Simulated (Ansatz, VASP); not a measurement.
# SrO in VASP and in Ansatz

```
Sr O
1.0
     0.00000    2.58066    2.58066
     2.58066    0.00000    2.58066
     2.58066    2.58066    0.00000
Sr O
1 1
Direct
  0.00000 0.00000 0.00000
  0.50000 0.50000 0.50000
```

Alike in both runs: task relaxation of cell and atoms; functional LDA; k mesh 6 × 6 × 6; occupations gaussian, width 0.02 eV; no spin polarisation.

|  | VASP | Ansatz |
| --- | --- | --- |
| version | VASP 6.6.1 | Ansatz 0.2.0 |
| potentials or method | VASP PAW LDA potentials, release 64 (Sr_sv, O), cutoff 600 eV | scalar-relativistic, plane waves, PAW |
| valence electrons in the cell | 16 | 16 |

|  | VASP | Ansatz | Ansatz less VASP |
| --- | --- | --- | --- |
| gap on the k mesh at the Fermi level, each at its own relaxed structure (eV) | 3.07 | 3.12 | +0.056 |
| relaxed volume (Å³/atom) | 16.34 | 16.24 | -0.104 |
| relaxed cell length with the largest relative difference (Å) | 3.589 | 3.581 | -0.0076 |

Ansatz warns that its potentials were made for another functional, while VASP's fit it. LDA's correlation is that of Perdew and Zunger in VASP and of Perdew and Wang (1992) in Ansatz.
